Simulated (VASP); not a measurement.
Wanted: the native input for a VASP 6.6.1 run.

| Item | Value |
| --- | --- |
| Task | single point |
| Functional | PBE |
| Potentials or basis | VASP PAW PBE potentials, release 64 (Zn, Se) |
| Cutoff | 520 eV |
| k mesh | 8 × 8 × 8 |
| Occupations | gaussian, width 0.02 eV |
| Spin | no spin polarisation |
| Dipole correction | no |
| Further INCAR settings | ALGO = Normal; EDIFF = 1e-07; NBANDS = 16 |

The structure of ZnSe lies in POSCAR:

```
ZnSe
1.0
    0.0000000000      2.8369694752      2.8369694752
    2.8369694752      0.0000000000      2.8369694752
    2.8369694752      2.8369694752      0.0000000000
Zn Se
1 1
Direct
    0.0000000000      0.0000000000      0.0000000000
    0.2500000000      0.2500000000      0.2500000000
```

This cell differs from its parent crystal: volume scaled by 0.97.

The input as run:

INCAR

```
PREC = Accurate
ENCUT = 520
EDIFF = 1E-7
ISMEAR = 0
SIGMA = 0.02
LREAL = F
LASPH = T
NELM = 60
ALGO = Normal
ISIF = 2
LWAVE = F
LCHARG = T
GGA = PE
LELF = T
LVHAR = T
NBANDS = 16
```

KPOINTS

```
Automatic mesh
0
Gamma
  8 8 8
```

Potentials or basis: VASP PAW PBE potentials, release 64 (Zn, Se).

Run with:

```sh
$ cat potpaw_PBE.64/Zn/POTCAR potpaw_PBE.64/Se/POTCAR > POTCAR
$ mpirun -np 1 vasp_std > vasp.out
```

Results of the run:

```yaml
Pressure: 2.1 GPa
Band_gap_on_the_k_mesh: 1.28 eV, direct
```

Run time: 39 s on 1 thread of AMD EPYC 7R13, with other jobs on the host, peak memory 0.15 GiB.
